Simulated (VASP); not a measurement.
Write the native input for VASP 6.6.1 that does the following.

```
Task                   : relaxation of cell and atoms
Functional             : PBE
Potentials or basis    : VASP PAW PBE potentials, release 64 (Rb_sv)
Cutoff                 : 600 eV
k mesh                 : 7 × 7 × 7
Occupations            : fermi-dirac, width 0.08 eV
Spin                   : no spin polarisation
Target pressure        : 0.43 GPa
Dipole correction      : no
Further INCAR settings : ALGO = Normal; EDIFF = 1e-07; IBRION = 2; EDIFFG = -0.005; NSW = 60; ISIF = 3
```

The structure of Rb lies in POSCAR:

```
Rb
1.0
    0.0000000000      4.5859574718      4.5859574718
    4.5859574718      0.0000000000      4.5859574718
    4.5859574718      4.5859574718      0.0000000000
Rb
2
Direct
   -0.1250000000     -0.1250000000     -0.1250000000
    0.1250000000      0.1250000000      0.1250000000
```

This isn't the form of Rb at room conditions, which is bcc.

These files were run (other wordings do the same):

INCAR

```
ALGO = Normal
EDIFF = 1E-7
EDIFFG = -0.005
ENCUT = 600
GGA = PE
IBRION = 2
ISIF = 3
ISMEAR = -1
LASPH = True
LCHARG = False
LREAL = False
LWAVE = False
NELM = 60
NSW = 60
PREC = Accurate
PSTRESS = 4.3
SIGMA = 0.08
```

KPOINTS

```
k-points
0
Gamma
  7 7 7
```

Potentials or basis: VASP PAW PBE potentials, release 64 (Rb_sv).

The run is started by

```sh
$ cat potpaw_PBE.64/Rb_sv/POTCAR > POTCAR
$ mpirun -np 1 vasp_std > vasp.out
```

It gave:

```json
{"Relaxed volume": "106.28 Å³/atom", "Relaxed cell": "a = 6.699 Å, b = 6.699 Å, c = 6.699 Å, α = 60.00°, β = 60.00°, γ = 60.00°", "Space group after relaxing (to 0.1 Å)": "Fd-3m (No. 227)", "Energy change on relaxing (the run minimises the enthalpy)": "-33.2 meV/atom", "Ionic steps": "5", "Pressure after relaxing": "0.4 GPa", "Band gap on the k mesh": "zero (bands 9 and 10 overlap by 0.12 eV)"}
```

Caveat: the cell is relaxed towards a set pressure, so the run minimises the enthalpy, not the energy.

Run time: 10 min on 1 thread of Oxide Virtual Turin-like Processor (shared host), peak memory 0.38 GiB.
